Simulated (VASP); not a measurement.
# HfB (I4/mmm) in VASP: notebook

The runs below take HfB through single point, with PBEsol.

All numbers are computed with VASP 6.6.1; they aren't measurements. Logs are shortened: lines on timing, memory, paths and dates and some standing lists are left out, and cuts for length are marked.

**1. The cell of the first run**

Symmetry: I4/mmm, No. 139, tetragonal system. Conventional cell: a = 3.103 Å, b = 3.103 Å, c = 4.851 Å, α = 90.00°, β = 90.00°, γ = 90.00°. Within 2.9 Å of Hf (site symmetry 4/mmm) lie 6 B at 2.19 to 2.43 Å. B (site symmetry 4/mmm) has 6 Hf at 2.19 to 2.43 Å within 2.9 Å.

**2. Single point, PBEsol (strain -0.050 along x and y, +0.050 along z)**

File INCAR:

```
PREC     = Accurate       # precision mode
ENCUT    = 520            # plane-wave cutoff, eV
EDIFF    = 1E-6           # SCF threshold, eV
ISMEAR   = 0              # smearing method
SIGMA    = 0.15           # smearing width, eV
LREAL    = False          # projectors in reciprocal space
LASPH    = True           # aspherical terms in the spheres
NELM     = 60             # most SCF steps
ALGO     = Normal         # electronic algorithm
ISIF     = 2              # what is computed and relaxed
LWAVE    = False          # write WAVECAR
LCHARG   = False          # write CHGCAR
GGA      = PS             # functional
NBANDS   = 14             # bands
```

File KPOINTS:

```
Automatic mesh
0
Gamma
  18 18 18
```

File POSCAR:

```
HfB
1.0
    0.0000000000      2.1945000000      2.4255000000
    2.1945000000      0.0000000000      2.4255000000
    2.1945000000      2.1945000000      0.0000000000
Hf B
1 1
Direct
    0.5000000000      0.5000000000      0.5000000000
    0.0000000000      0.0000000000      0.0000000000
```

Potentials or basis: VASP PAW PBE potentials, release 64 (Hf_pv, B).

Run with:

```bash
$ cat potpaw_PBE.64/Hf_pv/POTCAR potpaw_PBE.64/B/POTCAR > POTCAR
$ mpirun -np 1 vasp_std > vasp.out
```

OUTCAR:

```text
PREC = Accurate
   ENCUT = 520
   EDIFF = 1E-6
   ISMEAR = 0
   LREAL = False
   LASPH = True
   NELM = 60
   ISIF = 2
   GGA = PS

 ion  position               nearest neighbor table
   1  0.500  0.500  0.500-   2 2.19   2 2.19   2 2.19   2 2.19   2 2.43   2 2.43
   2  0.000  0.000  0.000-   1 2.19   1 2.19   1 2.19   1 2.19   1 2.43   1 2.43

  LATTYP: Found a body centered tetragonal cell.
 ALAT       =     3.1034916626
 C/A-ratio  =     1.5630781479

  Lattice vectors:

 A1 = (  -2.1945000000,   0.0000000000,   2.4255000000)
 A2 = (   2.1945000000,   0.0000000000,   2.4255000000)
 A3 = (   0.0000000000,   2.1945000000,  -2.4255000000)

Analysis of symmetry for initial positions (statically):
=====================================================================
 Subroutine PRICEL returns:
 Original cell was already a primitive cell.

 Routine SETGRP: Setting up the symmetry group for a
 body centered tetragonal supercell.

 Subroutine GETGRP returns: Found 16 space group operations
 (whereof 16 operations were pure point group operations)
 out of a pool of 16 trial point group operations.

The static configuration has the point symmetry D_4h.

Analysis of symmetry for dynamics (positions and initial velocities):
=====================================================================
 Subroutine PRICEL returns:
 Original cell was already a primitive cell.

 Routine SETGRP: Setting up the symmetry group for a
 body centered tetragonal supercell.

 Subroutine GETGRP returns: Found 16 space group operations
 (whereof 16 operations were pure point group operations)
 out of a pool of 16 trial point group operations.

The dynamic configuration has the point symmetry D_4h.

 Subroutine INISYM returns: Found 16 space group operations
 (whereof 16 operations are pure point group operations),
 and found     1 'primitive' translations

----------------------------------------------------------------------------------------

                                     Primitive cell

  volume of cell :      23.3616

  direct lattice vectors                    reciprocal lattice vectors
     0.000000000  2.194500000  2.425500000    -0.227842333  0.227842333  0.206143063
     2.194500000  0.000000000  2.425500000     0.227842333 -0.227842333  0.206143063
     2.194500000  2.194500000  0.000000000     0.227842333  0.227842333 -0.206143063

  length of vectors
     3.270914322  3.270914322  3.103491663     0.382516954  0.382516954  0.382516954

  position of ions in fractional coordinates (direct lattice)
     0.500000000  0.500000000  0.500000000
     0.000000000  0.000000000  0.000000000

  ion indices of the primitive-cell ions
   primitive index   ion index
                 1           1
                 2           2

----------------------------------------------------------------------------------------

 KPOINTS: Automatic mesh

Automatic generation of k-mesh.
 Grid dimensions read from file:
 generate k-points for:   18   18   18

 Generating k-lattice:

  Cartesian coordinates                     Fractional coordinates (reciprocal lattice)
    -0.012657907  0.012657907  0.011452392     0.055555556  0.000000000  0.000000000
     0.012657907 -0.012657907  0.011452392     0.000000000  0.055555556  0.000000000
     0.012657907  0.012657907 -0.011452392     0.000000000  0.000000000  0.055555556

  Length of vectors
     0.021250942  0.021250942  0.021250942

  Shift w.r.t. Gamma in fractional coordinates (k-lattice)
     0.000000000  0.000000000  0.000000000

 Subroutine IBZKPT returns following result:
 ===========================================

 Found    480 irreducible k-points:

 Following reciprocal coordinates:
            Coordinates               Weight
  0.000000  0.000000  0.000000      1.000000
  0.055556 -0.000000  0.000000      8.000000
  0.111111 -0.000000  0.000000      8.000000
  0.166667 -0.000000  0.000000      8.000000
  0.222222 -0.000000  0.000000      8.000000
  0.277778 -0.000000  0.000000      8.000000
[... 16 lines left out ...]
 -0.277778  0.055556  0.000000      8.000000
 -0.222222  0.055556  0.000000      8.000000
 [... further k-points ...]
   k-points           NKPTS =    480   k-points in BZ     NKDIM =    480   number of bands    NBANDS=     14
   number of dos      NEDOS =    301   number of ions     NIONS =      2
   total plane-waves  NPLWV =  13824
   dimension x,y,z NGX =    24 NGY =   24 NGZ =   24
   dimension x,y,z NGXF=    48 NGYF=   48 NGZF=   48
   ions per type =               1   1
   NGX,Y,Z   is equivalent  to a cutoff of  12.20, 12.20, 12.86 a.u.
   NGXF,Y,Z  is equivalent  to a cutoff of  24.40, 24.40, 25.71 a.u.
 SYSTEM =  unknown system
   PREC   = accura    normal or accurate (medium, high low for compatibility)
   ISTART =      0    job   : 0-new  1-cont  2-samecut
   ICHARG =      2    charge: 1-file 2-atom 10-const
   ISPIN  =      1    spin polarized calculation?
   LNONCOLLINEAR =      F non collinear calculations
   LSORBIT =      F    spin-orbit coupling
   LASPH  =      T    aspherical Exc in radial PAW
   ENCUT  =  520.0 eV  38.22 Ry    6.18 a.u.   6.08  6.08  5.77*2*pi/ulx,y,z
   NELM   =     60;   NELMIN=  2; NELMDL= -5     # of ELM steps
   EDIFF  = 0.1E-05   stopping-criterion for ELM
   LREAL  =      F    real-space projection
   EDIFFG = 0.1E-04   stopping-criterion for IOM
   NSW    =      0    number of steps for IOM
   IBRION =     -1    ionic relax: 0-MD 1-quasi-New 2-CG
   NFREE  =      0    steps in history (QN), initial steepest desc. (CG)
   ISIF   =      2    stress and relaxation
   ISYM   =      2    0-nonsym 1-usesym 2-fastsym
   POTIM  = 0.5000    time-step for ionic-motion
   TEBEG  =    0.0;   TEEND  =   0.0 temperature during run
   PSTRESS=    0.0 pullay stress
   NELECT =      13.0000    total number of electrons
   NUPDOWN=      -1.0000    fix difference up-down
   EMIN   =  10.00;   EMAX   =-10.00  energy-range for DOS
   EFERMI =   0.00;   METHOD = LEGACY
   ISMEAR =     0;   SIGMA  =   0.15  broadening in eV -4-tet -1-fermi 0-gaus
   EFERMI_NEDOS =   21; number of points for ismear=-14 and -15
   IALGO  =     38    algorithm
   IMIX   =      4    mixing-type and parameters
     AMIX     =   0.40;   BMIX     =  1.00
     AMIX_MAG =   1.60;   BMIX_MAG =  1.00
  volume/ion in A,a.u.               =      11.68        78.83
  Fermi-wavevector in a.u.,A,eV,Ry     =   1.346548  2.544607 24.669964  1.813191
  Thomas-Fermi vector in A             =   2.474371
   LORBIT       =      0    0 simple, 1 ext, 2 COOP (PROOUT), +10 PAW based schemes
   GGA     = PS    functional components
   LHFCALC =     F    Hartree Fock is set to
   AEXX    =    0.0000 exact exchange contribution
   IVDW    =     0    specifies the selected vdW correction
   LEPSILON=     F    determine dielectric tensor
   LRPA    =     F    only Hartree local field effects (RPA)
 non-spin polarized calculation
 Gauss-broadening in eV      SIGMA  =   0.15
  energy-cutoff  :      520.00
  volume of cell :       23.36
 maximum number of plane-waves:       644
   NGX = 13   NGY = 13   NGZ = 11

 number of electron      13.0000000 magnetization

 Free energy of the ion-electron system (eV)
  ---------------------------------------------------
  ext. energy  EPLUGINS =         0.00000000
  ---------------------------------------------------
  free energy    TOTEN  =       -17.66728034 eV

  energy without entropy =      -17.65733389  energy(sigma->0) =      -17.66230712

 E-fermi :   5.3691     XC(G=0): -12.6467

 val. band max:        5.3594856895   @ k =  -0.1667   0.2778   0.1667
 cond. band min:       5.3741012288   @ k =  -0.1111   0.0556   0.1667
 fundamental gap:      0.0146155393
 Fermi energy:         5.3690879228

 k-point     1 :       0.0000    0.0000    0.0000
  band No.  band energies     occupation
      1     -22.6331      2.00000
      2     -22.6278      2.00000
      3     -22.6278      2.00000
      4      -4.3730      2.00000
      5       6.7140      0.00000
      6       8.0356      0.00000
      7       8.0356      0.00000
      8       8.7305      0.00000
      9       8.9994      0.00000
     10       9.7988      0.00000
     11       9.7988      0.00000
     12      10.4125      0.00000
     13      17.3281      0.00000
     14      19.7749      0.00000

 k-point     2 :       0.0556   -0.0000    0.0000
  band No.  band energies     occupation
      1     -22.6592      2.00000
      2     -22.6365      2.00000
      3     -22.6284      2.00000
      4      -4.2746      2.00000
      5       6.6365      0.00000
      6       7.5161      0.00000
      7       8.0220      0.00000
      8       8.2705      0.00000
      9       8.9698      0.00000
     10       9.7186      0.00000
     11      10.1823      0.00000
     12      11.4425      0.00000
     13      17.5797      0.00000
     14      19.8750      0.00000

 k-point     3 :       0.1111   -0.0000    0.0000
  band No.  band energies     occupation
      1     -22.7450      2.00000
      2     -22.6500      2.00000
      3     -22.6303      2.00000
      4      -3.9871      2.00000
      5       6.2847      0.00000
      6       6.6097      0.00000
      7       7.5344      0.00000
      8       8.1976      0.00000
      9       8.6193      0.00000
     10      10.1144      0.00000
     11      11.2867      0.00000
     12      12.8373      0.00000
     13      18.2948      0.00000
     14      20.1375      0.00000
[... 324 lines left out ...]
 k-point    23 :      -0.2778    0.0556    0.0000
  band No.  band energies     occupation
      1     -23.2682      2.00000
      2     -22.7483      2.00000
      3     -22.6283      2.00000
      4      -1.8558      2.00000
      5       3.6146      2.00000
      6       4.4189      2.00000
      7       4.7734      2.00000
      8       9.9446      0.00000
      9      10.3448      0.00000
     10      11.5589      0.00000
     11      14.8209      0.00000
     12      18.9296      0.00000
     13      18.9313      0.00000
     14      20.8698      0.00000

 k-point    24 :      -0.2222    0.0556    0.0000
  band No.  band energies     occupation
      1     -23.1193      2.00000
      2     -22.7204      2.00000
      3     -22.6238      2.00000
      4      -2.5673      2.00000
      5       4.3931      2.00000
      6       4.9492      1.99992
      7       5.3322      1.27216
      8       9.3356      0.00000
      9       9.6626      0.00000
     10      11.0616      0.00000
     11      13.5798      0.00000
     12      17.3742      0.00000
     13      19.9893      0.00000
     14      20.8647      0.00000

 [... further k-points ...]

------------------------ aborting loop because EDIFF is reached ----------------------------------------

  FORCE on cell =-STRESS in cart. coord.  units (eV):
  Direction    XX          YY          ZZ          XY          YZ          ZX
  --------------------------------------------------------------------------------------
  -------------------------------------------------------------------------------------
  Total        9.2655853      9.2655853      0.8962374      0.0000000      0.0000000     -0.0000000
  in kB      635.4494349    635.4494349     61.4654715      0.0000000      0.0000000     -0.0000000
  external PRESSURE =     444.1214471 kB  Pullay stress =       0.0000000 kB

 VOLUME and BASIS-vectors are now :
 -----------------------------------------------------------------------------
  energy-cutoff  :      520.00
  volume of cell :       23.36
      direct lattice vectors                 reciprocal lattice vectors
     0.000000000  2.194500000  2.425500000    -0.227842333  0.227842333  0.206143063
     2.194500000  0.000000000  2.425500000     0.227842333 -0.227842333  0.206143063
     2.194500000  2.194500000  0.000000000     0.227842333  0.227842333 -0.206143063

 POSITION                                       TOTAL-FORCE (eV/Angst)
 -----------------------------------------------------------------------------------
      2.19450      2.19450      2.42550         0.000000     -0.000000      0.000000
      0.00000      0.00000      0.00000        -0.000000      0.000000      0.000000
 -----------------------------------------------------------------------------------
    total drift:                               -0.000000     -0.000000      0.000000

  FREE ENERGIE OF THE ION-ELECTRON SYSTEM (eV)
  ---------------------------------------------------
  free  energy   TOTEN  =       -17.6672803433 eV

  energy  without entropy=      -17.6573338945  energy(sigma->0) =      -17.66230712
```

Wall time 86 s (1 thread of AMD EPYC 7R13 (Zen 3), shared host); peak memory 0.24 GiB.

What came out:

- Free energy: -17.6673 eV
- Pressure: 44.4 GPa

Stress tensor (GPa, compression positive):
```
63.54  0.00  0.00
 0.00 63.54  0.00
 0.00  0.00  6.15
```

Levels at points of the mesh, in eV from the Fermi level:
```csv
k point,band 5,band 6,band 7,band 8,band 9,band 10
"(0.00, 0.00, 0.00)",1.34,2.67,2.67,3.36,3.63,4.43
"(0.50, 0.00, 0.00)",-3.69,-1.81,-1.40,6.53,7.25,8.23
"(0.50, 0.50, 0.00)",-1.53,-1.24,3.15,3.15,6.51,8.26
"(0.50, 0.00, 0.50)",-1.33,-0.21,2.09,2.68,6.28,7.42
```

Caveat: the cell differs from its parent crystal (strain -0.050 along x and y, +0.050 along z); the PAW data sets were made with another functional, which shifts forces and pressure a little; spin-orbit coupling is left out, which moves the levels of the heavy elements.

(Continued in part 2 of 3.)
